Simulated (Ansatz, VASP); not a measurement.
One calculation of BP, two programs

The input INCAR:

```
SYSTEM = BP
PREC     = Accurate       ! precision mode
ENCUT    = 520            ! plane-wave cutoff, eV
EDIFF    = 1E-8           ! SCF threshold, eV
ISMEAR   = -1             ! smearing method
SIGMA    = 0.05           ! smearing width, eV
LREAL    = .False.        ! projectors in reciprocal space
LASPH    = .True.         ! aspherical terms in the spheres
NELM     = 60             ! most SCF steps
ALGO     = Normal         ! electronic algorithm
ISIF     = 2              ! what is computed and relaxed
LWAVE    = .False.        ! write WAVECAR
LCHARG   = .False.        ! write CHGCAR
GGA      = PE             ! functional
LEFG     = .True.       
NBANDS   = 11             ! bands
```

KPOINTS

```
regular mesh
0
Gamma
  15 15 15
  0 0 0
```

POSCAR

```
BP
1.0
    0.0000000000      2.3143800000      2.2690000000
    2.3143800000      0.0000000000      2.2690000000
    2.3143800000      2.3143800000      0.0000000000
B P
1 1
Direct
    0.0000000000      0.0000000000      0.0000000000
    0.7500000000      0.7500000000      0.7500000000
```

Input for Ansatz:

```yaml
crystal:
  lattice:
    - [0.0, 2.31438, 2.269]
    - [2.31438, 0.0, 2.269]
    - [2.31438, 2.31438, 0.0]
  atoms:
    - { symbol: B, position: [0.0, 0.0, 0.0] }
    - { symbol: P, position: [0.75, 0.75, 0.75] }
kpoints:
  mp_grid: { grid: [15, 15, 15] }
scf:
  occupations: { method: fermi_dirac, width: 0.05 }
hamiltonian:
  xc: pbe
  pseudopotentials: { kind: all_electron, datasets: crystal }
output:
  forces: true
  stress: true
  eigenvalues: true
  efg: { contact_densities: true }
```

Change from the starting cell: equal xx and yy strain of +2 %, crystal datasets.

Alike in both runs: task electric field gradients; functional PBE; k mesh 15 × 15 × 15; occupations fermi-dirac, width 0.05 eV; no spin polarisation.

|  | VASP | Ansatz |
| --- | --- | --- |
| version | VASP 6.6.1 | Ansatz 0.2.0 |
| potentials or method | VASP PAW PBE potentials, release 64 (B, P), cutoff 520 eV | all-electron PAW with datasets made for the crystal, scalar-relativistic |

```tsv
	VASP	Ansatz	Ansatz less VASP
pressure (GPa)	-5.2	-5.0	+0.16
traceless stress, the component that is largest in VASP (GPa)	3.33	3.33	-0.002
size of Vzz on the site where it differs most (V/Å²)	0.1	0.1	+0.08
```

Ansatz ran all-electron here, and VASP with PAW potentials.
